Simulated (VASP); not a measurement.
# Ta2Si2Ge (P-3m1) in VASP: relaxation of cell and atoms with PBE

Aim: the relaxation of cell and atoms of Ta2Si2Ge with PBE.

Program: VASP 6.6.1. These are calculated values, not measurements. Logs are shortened: lines on timing, memory, paths and dates and some standing lists are left out, and cuts for length are marked.

### 1 The cell of the first run

The structure is trigonal, space group P-3m1 (No. 164). The conventional cell has a = 3.010 Å, b = 3.010 Å, c = 10.693 Å, α = 90.00°, β = 90.00°, γ = 120.00°. Ta (site symmetry 3m) has 3 Si at 2.63 Å and 3 Ge at 2.81 Å and 6 Ta at 3.01 Å within 3.5 Å. Si (site symmetry 3m) has 7 Si at 2.32 to 3.01 Å and 3 Ta at 2.63 Å within 3.1 Å. Within 3.7 Å of Ge (site symmetry -3m) lie 6 Ta at 2.81 Å and 6 Ge at 3.01 Å.

The cell was generated, and may not be a known phase.

### 2 Relaxation of cell and atoms, PBE

File INCAR:

```
SYSTEM = Ta2Si2Ge
  PREC = Accurate
  ENCUT = 600
  EDIFF = 1E-6
  ISMEAR = 0
  SIGMA = 0.1
  LREAL = .False.
  LASPH = .True.
  NELM = 60
  ALGO = Normal
  ISIF = 3
  LWAVE = .False.
  LCHARG = .False.
  GGA = PE
  IBRION = 2
  NSW = 100
  EDIFFG = -0.01
```

File KPOINTS:

```
regular mesh
0
Gamma
  12 12 4
  0 0 0
```

File POSCAR:

```
Ta2Si2Ge
1.0
    3.0103454247      0.0000000000      0.0000000000
   -1.5051727123      2.6070356119      0.0000000000
    0.0000000000      0.0000000000     10.6930443078
Ta Si Ge
2 2 1
Direct
    0.3333333333      0.6666666667      0.7070819575
    0.6666666667      0.3333333333      0.2929180425
    0.0000000000      0.0000000000      0.1084635811
    0.0000000000      0.0000000000      0.8915364189
    0.0000000000      0.0000000000      0.5000000000
```

Potentials or basis: VASP PAW PBE potentials, release 64 (Ta_pv, Si, Ge_d).

The run is started by

```bash
$ cat potpaw_PBE.64/Ta_pv/POTCAR potpaw_PBE.64/Si/POTCAR potpaw_PBE.64/Ge_d/POTCAR > POTCAR
$ mpirun -np 1 vasp_std > vasp.out
```

OUTCAR:

```text
SYSTEM = Ta2Si2Ge
   PREC = Accurate
   ENCUT = 600
   EDIFF = 1E-6
   ISMEAR = 0
   LREAL = .False.
   LASPH = .True.
   NELM = 60
   ISIF = 3
   GGA = PE
   IBRION = 2
   NSW = 100
   EDIFFG = -0.01

 ion  position               nearest neighbor table
   1  0.333  0.667  0.707-   4 2.63   4 2.63   4 2.63   5 2.81   5 2.81   5 2.81
   2  0.667  0.333  0.293-   3 2.63   3 2.63   3 2.63   5 2.81   5 2.81   5 2.81
   3  0.000  0.000  0.108-   4 2.32   2 2.63   2 2.63   2 2.63
   4  0.000  0.000  0.892-   3 2.32   1 2.63   1 2.63   1 2.63
   5  0.000  0.000  0.500-   1 2.81   2 2.81   1 2.81   2 2.81   2 2.81   1 2.81

  LATTYP: Found a hexagonal cell.
 ALAT       =     3.0103454247
 C/A-ratio  =     3.5520987791

  Lattice vectors:

 A1 = (   3.0103454247,   0.0000000000,   0.0000000000)
 A2 = (  -1.5051727123,   2.6070356119,   0.0000000000)
 A3 = (   0.0000000000,   0.0000000000,  10.6930443078)

Analysis of symmetry for initial positions (statically):
=====================================================================
 Subroutine PRICEL returns:
 Original cell was already a primitive cell.

 Routine SETGRP: Setting up the symmetry group for a
 hexagonal supercell.

 Subroutine GETGRP returns: Found 12 space group operations
 (whereof 12 operations were pure point group operations)
 out of a pool of 24 trial point group operations.

The static configuration has the point symmetry D_3d.

Analysis of symmetry for dynamics (positions and initial velocities):
=====================================================================
 Subroutine PRICEL returns:
 Original cell was already a primitive cell.

 Routine SETGRP: Setting up the symmetry group for a
 hexagonal supercell.

 Subroutine GETGRP returns: Found 12 space group operations
 (whereof 12 operations were pure point group operations)
 out of a pool of 24 trial point group operations.

The dynamic configuration has the point symmetry D_3d.

 Subroutine INISYM returns: Found 12 space group operations
 (whereof 12 operations are pure point group operations),
 and found     1 'primitive' translations

----------------------------------------------------------------------------------------

                                     Primitive cell

  volume of cell :      83.9198

  direct lattice vectors                    reciprocal lattice vectors
     3.010345425  0.000000000  0.000000000     0.332187792  0.191788711  0.000000000
    -1.505172712  2.607035612  0.000000000     0.000000000  0.383577422  0.000000000
     0.000000000  0.000000000 10.693044308     0.000000000  0.000000000  0.093518737

  length of vectors
     3.010345425  3.010345425 10.693044308     0.383577422  0.383577422  0.093518737

  position of ions in fractional coordinates (direct lattice)
     0.333333333  0.666666667  0.707081958
     0.666666667  0.333333333  0.292918042
     0.000000000  0.000000000  0.108463581
     0.000000000  0.000000000  0.891536419
     0.000000000  0.000000000  0.500000000

  ion indices of the primitive-cell ions
   primitive index   ion index
                 1           1
                 2           2
                 3           3
                 4           4
                 5           5

----------------------------------------------------------------------------------------

 KPOINTS: regular mesh

Automatic generation of k-mesh.
 Grid dimensions read from file:
 generate k-points for:   12   12    4

 Generating k-lattice:

  Cartesian coordinates                     Fractional coordinates (reciprocal lattice)
     0.027682316  0.015982393  0.000000000     0.083333333  0.000000000  0.000000000
     0.000000000  0.031964785  0.000000000     0.000000000  0.083333333  0.000000000
     0.000000000  0.000000000  0.023379684     0.000000000  0.000000000  0.250000000

  Length of vectors
     0.031964785  0.031964785  0.023379684

  Shift w.r.t. Gamma in fractional coordinates (k-lattice)
     0.000000000  0.000000000  0.000000000

 Subroutine IBZKPT returns following result:
 ===========================================

 Found     69 irreducible k-points:

 Following reciprocal coordinates:
            Coordinates               Weight
  0.000000  0.000000  0.000000      1.000000
  0.083333  0.000000  0.000000      6.000000
  0.166667 -0.000000  0.000000      6.000000
  0.250000 -0.000000  0.000000      6.000000
  0.333333 -0.000000  0.000000      6.000000
  0.416667  0.000000  0.000000      6.000000
[... 16 lines left out ...]
  0.166667 -0.000000  0.250000      6.000000
  0.000000  0.166667  0.250000      6.000000
 [... further k-points ...]
   k-points           NKPTS =     69   k-points in BZ     NKDIM =     69   number of bands    NBANDS=     26
   number of dos      NEDOS =    301   number of ions     NIONS =      5
   total plane-waves  NPLWV =  51840
   dimension x,y,z NGX =    24 NGY =   24 NGZ =   90
   dimension x,y,z NGXF=    48 NGYF=   48 NGZF=  180
   ions per type =               2   2   1
   NGX,Y,Z   is equivalent  to a cutoff of  13.25, 13.25, 13.99 a.u.
   NGXF,Y,Z  is equivalent  to a cutoff of  26.51, 26.51, 27.98 a.u.
 SYSTEM =  Ta2Si2Ge
   PREC   = accura    normal or accurate (medium, high low for compatibility)
   ISTART =      0    job   : 0-new  1-cont  2-samecut
   ICHARG =      2    charge: 1-file 2-atom 10-const
   ISPIN  =      1    spin polarized calculation?
   LNONCOLLINEAR =      F non collinear calculations
   LSORBIT =      F    spin-orbit coupling
   LASPH  =      T    aspherical Exc in radial PAW
   ENCUT  =  600.0 eV  44.10 Ry    6.64 a.u.   6.01  6.01 21.36*2*pi/ulx,y,z
   NELM   =     60;   NELMIN=  2; NELMDL= -5     # of ELM steps
   EDIFF  = 0.1E-05   stopping-criterion for ELM
   LREAL  =      F    real-space projection
   EDIFFG = -.1E-01   stopping-criterion for IOM
   NSW    =    100    number of steps for IOM
   IBRION =      2    ionic relax: 0-MD 1-quasi-New 2-CG
   NFREE  =      1    steps in history (QN), initial steepest desc. (CG)
   ISIF   =      3    stress and relaxation
   ISYM   =      2    0-nonsym 1-usesym 2-fastsym
   POTIM  = 0.5000    time-step for ionic-motion
   TEBEG  =    0.0;   TEEND  =   0.0 temperature during run
   PSTRESS=    0.0 pullay stress
   NELECT =      44.0000    total number of electrons
   NUPDOWN=      -1.0000    fix difference up-down
   EMIN   =  10.00;   EMAX   =-10.00  energy-range for DOS
   EFERMI =   0.00;   METHOD = LEGACY
   ISMEAR =     0;   SIGMA  =   0.10  broadening in eV -4-tet -1-fermi 0-gaus
   EFERMI_NEDOS =   21; number of points for ismear=-14 and -15
   IALGO  =     38    algorithm
   IMIX   =      4    mixing-type and parameters
     AMIX     =   0.40;   BMIX     =  1.00
     AMIX_MAG =   1.60;   BMIX_MAG =  1.00
  volume/ion in A,a.u.               =      16.78       113.26
  Fermi-wavevector in a.u.,A,eV,Ry     =   1.320092  2.494612 23.710093  1.742643
  Thomas-Fermi vector in A             =   2.449943
   LORBIT       =      0    0 simple, 1 ext, 2 COOP (PROOUT), +10 PAW based schemes
   GGA     = PE    functional components
   LHFCALC =     F    Hartree Fock is set to
   AEXX    =    0.0000 exact exchange contribution
   IVDW    =     0    specifies the selected vdW correction
   LEPSILON=     F    determine dielectric tensor
   LRPA    =     F    only Hartree local field effects (RPA)
 conjugate gradient relaxation of ions
 non-spin polarized calculation
 Gauss-broadening in eV      SIGMA  =   0.10
  energy-cutoff  :      600.00
  volume of cell :       83.92
 maximum number of plane-waves:      2844
   NGX = 13   NGY = 13   NGZ = 43

--------------------------------------- Ionic step        1  -------------------------------------------

 number of electron      43.9999998 magnetization

 Free energy of the ion-electron system (eV)
  ---------------------------------------------------
  ext. energy  EPLUGINS =         0.00000000
  ---------------------------------------------------
  free energy    TOTEN  =       -38.79311519 eV

  energy without entropy =      -38.77803888  energy(sigma->0) =      -38.78557704

------------------------ aborting loop because EDIFF is reached ----------------------------------------

  FORCE on cell =-STRESS in cart. coord.  units (eV):
  Direction    XX          YY          ZZ          XY          YZ          ZX
  --------------------------------------------------------------------------------------
  -------------------------------------------------------------------------------------
  Total        0.1041717      0.1041717     -0.0124699      0.0000000      0.0000000     -0.0000000
  in kB        1.9888209      1.9888209     -0.2380728      0.0000000      0.0000000     -0.0000000
  external PRESSURE =       1.2465230 kB  Pullay stress =       0.0000000 kB
[... 180 lines left out ...]
  energy  without entropy=      -38.7780327949  energy(sigma->0) =      -38.78560693

--------------------------------------- Ionic step        6  -------------------------------------------

 number of electron      43.9999998 magnetization

 Free energy of the ion-electron system (eV)
  ---------------------------------------------------
  ext. energy  EPLUGINS =         0.00000000
  ---------------------------------------------------
  free energy    TOTEN  =       -38.79320416 eV

  energy without entropy =      -38.77799235  energy(sigma->0) =      -38.78559825

 E-fermi :   7.6653     XC(G=0): -11.7747

 val. band max:        7.6613494832   @ k =   0.2500   0.0833   0.0000
 cond. band min:       7.6806891348   @ k =   0.3333   0.1667   0.5000
 fundamental gap:      0.0193396515
 Fermi energy:         7.6653448690

 k-point     1 :       0.0000    0.0000    0.0000
  band No.  band energies     occupation
      1     -26.9593      2.00000
      2     -26.9516      2.00000
      3     -26.4027      2.00000
      4     -26.4027      2.00000
      5     -26.4022      2.00000
      6     -26.4022      2.00000
[... 685 lines left out ...]
     25       9.1565      0.00000
     26       9.5906      0.00000

 [... further k-points ...]

------------------------ aborting loop because EDIFF is reached ----------------------------------------

  FORCE on cell =-STRESS in cart. coord.  units (eV):
  Direction    XX          YY          ZZ          XY          YZ          ZX
  --------------------------------------------------------------------------------------
  -------------------------------------------------------------------------------------
  Total        0.0054021      0.0054021      0.0282992      0.0000000      0.0000000      0.0000000
  in kB        0.1030368      0.1030368      0.5397628      0.0000000      0.0000000      0.0000000
  external PRESSURE =       0.2486122 kB  Pullay stress =       0.0000000 kB
[... 20 lines left out ...]
  FREE ENERGIE OF THE ION-ELECTRON SYSTEM (eV)
  ---------------------------------------------------
  free  energy   TOTEN  =       -38.7932041563 eV

  energy  without entropy=      -38.7779923487  energy(sigma->0) =      -38.78559825

 reached required accuracy - stopping structural energy minimisation
```

Run time: 5.4 min. Hardware: 1 thread of Intel Xeon Platinum 8375C at 2.90GHz (Ice Lake), shared host; peak memory 0.36 GiB.

What came out:

```yaml
Free_energy: -38.7932 eV
Relaxed_volume: 16.80 Å³/atom
Relaxed_cell: a = 3.013 Å, b = 3.013 Å, c = 10.686 Å, α = 90.00°, β = 90.00°, γ = 120.00°
Space_group_after_relaxing_to_0.1_Å: P-3m1 (No. 164)
Energy_gained_by_relaxing: 0.0 meV/atom
Ionic_steps: 6
Pressure_after_relaxing: 0.0 GPa
Band_gap_on_the_k_mesh: zero (bands 22 and 23 overlap by 1.49 eV)
```

Final structure:
```yaml
crystal:
  lattice:
    - [3.01273, 0.00000, 0.00000]
    - [-1.50636, 2.60910, 0.00000]
    - [0.00000, 0.00000, 10.68641]
  atoms:
    - { symbol: Ta, position: [0.33333, 0.66667, 0.70718] }
    - { symbol: Ta, position: [0.66667, 0.33333, 0.29282] }
    - { symbol: Si, position: [0.00000, 0.00000, 0.10842] }
    - { symbol: Si, position: [0.00000, 0.00000, 0.89158] }
    - { symbol: Ge, position: [0.00000, 0.00000, 0.50000] }
```

Levels at points of the mesh, in eV from the Fermi level:
```
           k point  band 18  band 19  band 20  band 21  band 22  band 23  band 24  band 25  band 26
(0.00, 0.00, 0.00)    -2.22     0.04     0.04     0.12     0.12     2.21     2.21     2.33     2.33
(0.50, 0.00, 0.00)    -3.99    -3.78    -1.87    -1.70    -0.08     0.65     1.09     1.47     2.68
(0.00, 0.00, 0.50)    -1.90     0.05     0.05     0.11     0.11     2.23     2.23     2.32     2.32
(0.50, 0.00, 0.50)    -3.71    -2.99    -2.49    -1.10     0.08     0.36     0.52     0.99     3.65
```

Caveat: spin-orbit coupling is left out, which moves the levels of the heavy elements.
